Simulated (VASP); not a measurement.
Here is a VASP 6.6.1 calculation.

The input INCAR:

```
PREC = Accurate
ENCUT = 400
EDIFF = 1E-6
ISMEAR = -1
SIGMA = 0.08
LREAL = F
LASPH = T
NELM = 120
ALGO = Normal
ISIF = 2
LWAVE = F
LCHARG = F
GGA = PS
NBANDS = 38
GGA_COMPAT = F
NELMDL = -8
```

The input KPOINTS:

```
Automatic mesh
0
Gamma
  13 13 1
```

File POSCAR:

```
Ti
1.0
    2.9016173135      0.0000000000      0.0000000000
   -1.4508086568      2.5128743056      0.0000000000
    0.0000000000      0.0000000000     25.1816000000
Ti
5
Direct
    0.0000000000      0.0000000000      0.3220957446
    0.3333333333      0.6666666667      0.4070184690
    0.0000000000      0.0000000000      0.5000000363
    0.3333333333      0.6666666667      0.5929814985
    0.0000000000      0.0000000000      0.6779042514
```

Potentials or basis: VASP PAW PBE potentials, release 64 (Ti_sv).

Launch:

```sh
$ cat potpaw_PBE.64/Ti_sv/POTCAR > POTCAR
$ mpirun -np 1 vasp_std > vasp.out
```

Q: Predict the band gap on the k mesh.

A: Zero (bands 30 and 31 overlap by 1.03 eV).

Forces on the atoms (eV/Å):
```
Ti   0.000  0.000 -0.001
Ti   0.000  0.000  0.002
Ti   0.000  0.000  0.000
Ti   0.000  0.000 -0.002
Ti   0.000  0.000  0.001
```

Caveat: the PAW data sets were made with another functional, which shifts forces and pressure a little.
